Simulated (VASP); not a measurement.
Hf3GeW:

```
CELL_PARAMETERS angstrom
4.53539 0.00000 0.00000
0.00000 4.53539 0.00000
0.00000 0.00000 4.53539
ATOMIC_POSITIONS crystal
Hf 0.50000 0.50000 0.00000
Hf 0.00000 0.50000 0.50000
Hf 0.50000 0.00000 0.50000
Ge 0.50000 0.50000 0.50000
W 0.00000 0.00000 0.00000
```

The cell was generated, and may not be a known phase.

| Property | Result |
| --- | --- |
| Program | VASP 6.6.1 |
| Task | relaxation of cell and atoms |
| Functional | PBE |
| Potentials or basis | VASP PAW PBE potentials, release 64 (Hf_pv, Ge_d, W_sv) |
| Cutoff | 600 eV |
| k mesh | 4 × 4 × 4 |
| Occupations | gaussian, width 0.1 eV |
| Spin | no spin polarisation |

At the start: pressure 37.0 GPa; volume 18.66 Å³/atom.

Problem. How do energy, volume and symmetry change on relaxing?

Solution. Over 5 steps the energy falls by 418.5 meV/atom and the volume is 22.94 Å³/atom (+22.9 %); space group Pm-3m (No. 221, to 0.1 Å) before and after.

Step by step:
```csv
step,energy change (eV),largest force (eV/Å),pressure (GPa),volume (Å³)
1,0.0000,0.0000,37.00,93.29
2,2.1145,0.0000,-19.60,164.41
3,-2.0747,0.0000,-2.33,117.07
4,-2.0915,0.0000,-0.53,115.20
5,-2.0924,0.0000,0.00,114.68
```

Final structure:
```
Hf Ge W
1.0
     4.85845    0.00000    0.00000
     0.00000    4.85845    0.00000
     0.00000    0.00000    4.85845
Hf Ge W
3 1 1
Direct
  0.50000 0.50000 0.00000
  0.00000 0.50000 0.50000
  0.50000 0.00000 0.50000
  0.50000 0.50000 0.50000
  0.00000 0.00000 0.00000
```

Caveat: the volume moved by over 15 % at a fixed basis, so the end points are rough.
